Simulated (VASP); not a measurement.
A run of VASP 6.6.1 is set up as follows.

INCAR

```
SYSTEM = BN
PREC = Accurate
ENCUT = 520
EDIFF = 1E-6
ISMEAR = 0
SIGMA = 0.05
LREAL = .FALSE.
LASPH = .TRUE.
NELM = 80
ALGO = Normal
ISIF = 2
LWAVE = .FALSE.
LCHARG = .FALSE.
GGA = CA
NBANDS = 16
```

File KPOINTS:

```
regular mesh
0
G
  12 12 4
  0 0 0
```

POSCAR

```
BN
1.0
    2.4232274784      0.0000000000      0.0000000000
   -1.2116137392      2.0985765554      0.0000000000
    0.0000000000      0.0000000000      6.0275360297
B N
2 2
Direct
    0.3333333333      0.6666666667      0.2500000000
    0.6666666667      0.3333333333      0.7500000000
    0.3333333333      0.6666666667      0.7500000000
    0.6666666667      0.3333333333      0.2500000000
```

Potentials or basis: VASP PAW LDA potentials, release 64 (B, N).

Command:

```bash
$ cat potpaw_LDA.64/B/POTCAR potpaw_LDA.64/N/POTCAR > POTCAR
$ mpirun -np 1 vasp_std > vasp.out
```

**Question.** Estimate the band gap on the k mesh.

**Answer.** 4.02 eV, indirect (least direct gap 4.40 eV).

**Question.** Estimate the pressure.

**Answer.** 26.4 GPa.

Stress tensor (GPa, compression positive):
```
37.86  0.00  0.00
 0.00 37.86  0.00
 0.00  0.00  3.51
```

 A k mesh can miss the band edges.
